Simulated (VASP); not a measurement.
# AlNi (P4/mmm) in VASP: further runs, part 2 of 2

VASP 6.6.1. Earlier steps stand in the parts before.

### 4 Single point, PBE

This run uses another cell than the first one, of 13.07 Å³/atom.

The input, INCAR:

```
SYSTEM = AlNi
PREC = Accurate
ENCUT = 520
EDIFF = 1E-6
ISMEAR = 0
SIGMA = 0.15
LREAL = .FALSE.
LASPH = .TRUE.
NELM = 60
ALGO = Fast
ISIF = 2
LWAVE = .FALSE.
LCHARG = .TRUE.
GGA = PE
LELF = .TRUE.
LVHAR = .TRUE.
NBANDS = 14
```

The input, KPOINTS:

```
regular mesh
0
G
  16 16 16
  0 0 0
```

The input, POSCAR:

```
AlNi
1.0
    2.0426321469     -2.0425983450      0.0000000000
    2.0426321469      2.0425983450      0.0000000000
    0.0000000000      0.0000000000      3.1325000000
Al Ni
1 1
Direct
    0.0000000000      0.0000000000      0.0000000000
    0.5000000000      0.5000000000      0.5000000000
```

Potentials or basis: VASP PAW PBE potentials, release 64 (Al, Ni).

On the command line:

```
cat potpaw_PBE.64/Al/POTCAR potpaw_PBE.64/Ni/POTCAR > POTCAR
mpirun -np 1 vasp_std > vasp.out
```

OUTCAR:

```text
SYSTEM = AlNi
   PREC = Accurate
   ENCUT = 520
   EDIFF = 1E-6
   ISMEAR = 0
   LREAL = .FALSE.
   LASPH = .TRUE.
   NELM = 60
   ISIF = 2
   GGA = PE

 ion  position               nearest neighbor table
   1  0.000  0.000  0.000-   2 2.57   2 2.57   2 2.57   2 2.57   2 2.57   2 2.57   2 2.57   2 2.57

   2  0.500  0.500  0.500-   1 2.57   1 2.57   1 2.57   1 2.57   1 2.57   1 2.57   1 2.57   1 2.57

  LATTYP: Found a base centered orthorhombic cell.
 ALAT       =     4.0851966900
 B/A-ratio  =     1.0000165485
 C/A-ratio  =     0.7667929448

  Lattice vectors:

 A1 = (  -2.0426321469,  -2.0425983450,   0.0000000000)
 A2 = (   2.0426321469,  -2.0425983450,   0.0000000000)
 A3 = (   0.0000000000,   0.0000000000,   3.1325000000)

Analysis of symmetry for initial positions (statically):
=====================================================================
 Subroutine PRICEL returns:
 Original cell was already a primitive cell.

 Routine SETGRP: Setting up the symmetry group for a
 base centered orthorhombic supercell.

 Subroutine GETGRP returns: Found  8 space group operations
 (whereof  8 operations were pure point group operations)
 out of a pool of  8 trial point group operations.

The static configuration has the point symmetry D_2h.

Analysis of symmetry for dynamics (positions and initial velocities):
=====================================================================
 Subroutine PRICEL returns:
 Original cell was already a primitive cell.

 Routine SETGRP: Setting up the symmetry group for a
 base centered orthorhombic supercell.

 Subroutine GETGRP returns: Found  8 space group operations
 (whereof  8 operations were pure point group operations)
 out of a pool of  8 trial point group operations.

The dynamic configuration has the point symmetry D_2h.

 Subroutine INISYM returns: Found  8 space group operations
 (whereof  8 operations are pure point group operations),
 and found     1 'primitive' translations

----------------------------------------------------------------------------------------

                                     Primitive cell

  volume of cell :      26.1393

  direct lattice vectors                    reciprocal lattice vectors
     2.042632147 -2.042598345  0.000000000     0.244782205 -0.244786255  0.000000000
     2.042632147  2.042598345  0.000000000     0.244782205  0.244786255  0.000000000
     0.000000000  0.000000000  3.132500000     0.000000000  0.000000000  0.319233839

  length of vectors
     2.888694184  2.888694184  3.132500000     0.346177178  0.346177178  0.319233839

  position of ions in fractional coordinates (direct lattice)
     0.000000000  0.000000000  0.000000000
     0.500000000  0.500000000  0.500000000

  ion indices of the primitive-cell ions
   primitive index   ion index
                 1           1
                 2           2

----------------------------------------------------------------------------------------

 KPOINTS: regular mesh

Automatic generation of k-mesh.
 Grid dimensions read from file:
 generate k-points for:   16   16   16

 Generating k-lattice:

[... 44 lines left out ...]
   number of dos      NEDOS =    301   number of ions     NIONS =      2
   total plane-waves  NPLWV =  13824
   dimension x,y,z NGX =    24 NGY =   24 NGZ =   24
   dimension x,y,z NGXF=    48 NGYF=   48 NGZF=   48
   ions per type =               1   1
   NGX,Y,Z   is equivalent  to a cutoff of  13.81, 13.81, 12.74 a.u.
   NGXF,Y,Z  is equivalent  to a cutoff of  27.62, 27.62, 25.47 a.u.
 SYSTEM =  AlNi
   PREC   = accura    normal or accurate (medium, high low for compatibility)
   ISTART =      0    job   : 0-new  1-cont  2-samecut
   ICHARG =      2    charge: 1-file 2-atom 10-const
   ISPIN  =      1    spin polarized calculation?
   LNONCOLLINEAR =      F non collinear calculations
   LSORBIT =      F    spin-orbit coupling
   LASPH  =      T    aspherical Exc in radial PAW
   ENCUT  =  520.0 eV  38.22 Ry    6.18 a.u.   5.37  5.37  5.82*2*pi/ulx,y,z
   NELM   =     60;   NELMIN=  2; NELMDL= -5     # of ELM steps
   EDIFF  = 0.1E-05   stopping-criterion for ELM
   LREAL  =      F    real-space projection
   EDIFFG = 0.1E-04   stopping-criterion for IOM
   NSW    =      0    number of steps for IOM
   IBRION =     -1    ionic relax: 0-MD 1-quasi-New 2-CG
   NFREE  =      0    steps in history (QN), initial steepest desc. (CG)
   ISIF   =      2    stress and relaxation
   ISYM   =      2    0-nonsym 1-usesym 2-fastsym
   POTIM  = 0.5000    time-step for ionic-motion
   TEBEG  =    0.0;   TEEND  =   0.0 temperature during run
   PSTRESS=    0.0 pullay stress
   NELECT =      13.0000    total number of electrons
   NUPDOWN=      -1.0000    fix difference up-down
   EMIN   =  10.00;   EMAX   =-10.00  energy-range for DOS
   EFERMI =   0.00;   METHOD = LEGACY
   ISMEAR =     0;   SIGMA  =   0.15  broadening in eV -4-tet -1-fermi 0-gaus
   EFERMI_NEDOS =   21; number of points for ismear=-14 and -15
   IALGO  =     68    algorithm
   IMIX   =      4    mixing-type and parameters
     AMIX     =   0.40;   BMIX     =  1.00
     AMIX_MAG =   1.60;   BMIX_MAG =  1.00
  volume/ion in A,a.u.               =      13.07        88.20
  Fermi-wavevector in a.u.,A,eV,Ry     =   1.297053  2.451076 22.889730  1.682348
  Thomas-Fermi vector in A             =   2.428471
   LORBIT       =      0    0 simple, 1 ext, 2 COOP (PROOUT), +10 PAW based schemes
   GGA     = PE    functional components
   LHFCALC =     F    Hartree Fock is set to
   AEXX    =    0.0000 exact exchange contribution
   IVDW    =     0    specifies the selected vdW correction
   LEPSILON=     F    determine dielectric tensor
   LRPA    =     F    only Hartree local field effects (RPA)
 non-spin polarized calculation
 RMM-DIIS sequential band-by-band and
 Gauss-broadening in eV      SIGMA  =   0.15
  energy-cutoff  :      520.00
  volume of cell :       26.14
 maximum number of plane-waves:       721
 NGX is ok and might be reduce to    24
   NGX = 11   NGY = 11   NGZ = 11

 number of electron      13.0000012 magnetization

 Free energy of the ion-electron system (eV)
  ---------------------------------------------------
  ext. energy  EPLUGINS =         0.00000000
  ---------------------------------------------------
  free energy    TOTEN  =       -10.46039701 eV

  energy without entropy =      -10.44879571  energy(sigma->0) =      -10.45459636

 E-fermi :   8.8955     XC(G=0): -11.6277

 val. band max:        8.8951463172   @ k =  -0.4375   0.2500   0.4375
 cond. band min:       8.8973128323   @ k =   0.3125   0.1875   0.3750
 fundamental gap:      0.0021665151
 Fermi energy:         8.8954540480

 k-point     1 :       0.0000    0.0000    0.0000
  band No.  band energies     occupation
      1      -1.6144      2.00000
      2       6.0190      2.00000
      3       6.0972      2.00000
      4       7.4788      2.00000
      5       7.4789      2.00000
      6       7.6589      2.00000
      7      12.3334      0.00000
      8      14.9560      0.00000
      9      14.9561      0.00000
     10      16.0972      0.00000
     11      17.0535      0.00000
     12      21.4400      0.00000
     13      28.3172      0.00000
     14      28.3173      0.00000
[... 377 lines left out ...]
      1      -1.4720      2.00000
      2       6.0492      2.00000
      3       6.1057      2.00000
      4       7.4256      2.00000
      5       7.4565      2.00000
      6       7.6035      2.00000
      7      12.5410      0.00000
      8      13.9470      0.00000
      9      14.3605      0.00000
     10      16.3504      0.00000
     11      18.2976      0.00000
     12      22.0979      0.00000
     13      27.3116      0.00000
     14      27.3193      0.00000

 [... further k-points ...]

------------------------ aborting loop because EDIFF is reached ----------------------------------------

  FORCE on cell =-STRESS in cart. coord.  units (eV):
  Direction    XX          YY          ZZ          XY          YZ          ZX
  --------------------------------------------------------------------------------------
  -------------------------------------------------------------------------------------
  Total       -1.4592757     -1.4588475     -2.0580579      0.0000000      0.0000000      0.0000000
  in kB      -89.4445153    -89.4182726   -126.1461368      0.0000000      0.0000000      0.0000000
  external PRESSURE =    -101.6696416 kB  Pullay stress =       0.0000000 kB

 VOLUME and BASIS-vectors are now :
 -----------------------------------------------------------------------------
  energy-cutoff  :      520.00
  volume of cell :       26.14
      direct lattice vectors                 reciprocal lattice vectors
     2.042632147 -2.042598345  0.000000000     0.244782205 -0.244786255  0.000000000
     2.042632147  2.042598345  0.000000000     0.244782205  0.244786255  0.000000000
     0.000000000  0.000000000  3.132500000     0.000000000  0.000000000  0.319233839

 POSITION                                       TOTAL-FORCE (eV/Angst)
 -----------------------------------------------------------------------------------
      0.00000      0.00000      0.00000        -0.000000     -0.000000      0.000000
      2.04263      0.00000      1.56625         0.000000      0.000000      0.000000
 -----------------------------------------------------------------------------------
    total drift:                                0.000000     -0.000000     -0.000000

  FREE ENERGIE OF THE ION-ELECTRON SYSTEM (eV)
  ---------------------------------------------------
  free  energy   TOTEN  =       -10.4603970134 eV

  energy  without entropy=      -10.4487957113  energy(sigma->0) =      -10.45459636
```

Wall time 2.1 min (1 thread of Intel Xeon 6975P-C, shared host); peak memory 0.35 GiB.

Results:

- Free energy: -10.4604 eV
- Pressure: -10.2 GPa
- Band gap on the k mesh: zero (an odd number of electrons rules out a gap without spin polarisation)

Caveat: the cell stands under tension.

### 5 The runs side by side

```csv
cell,further INCAR settings,gap on the mesh (eV),pressure (GPa)
"a = 2.985, b = 2.985, c = 2.900 Å, 2 atoms",ALGO = Fast; EDIFF = 1e-07; NBANDS = 14,none,-9.0
"a = 3.033, b = 3.033, c = 2.823 Å, 2 atoms",ALGO = Fast; EDIFF = 1e-06; NBANDS = 14,none,-9.4
"a = 2.889, b = 2.889, c = 3.132 Å, 2 atoms",ALGO = Fast; EDIFF = 1e-06; NBANDS = 14,none,-10.2
```

Alike in all rows: task single point; level PBE; potentials or basis VASP PAW PBE potentials, release 64 (Al, Ni); no spin polarisation; k mesh 16 × 16 × 16; cutoff (eV) 520; smearing gaussian 0.15 eV.

Caveats: the cell stands under tension (at least some runs); the stress differs along the axes, from -11 to -6 GPa (at least some runs).

Total energies depend on the potentials used, so only differences within one code and one set of settings carry meaning.

The gap in the log of VASP goes by the Fermi energy; the results here count the filled bands.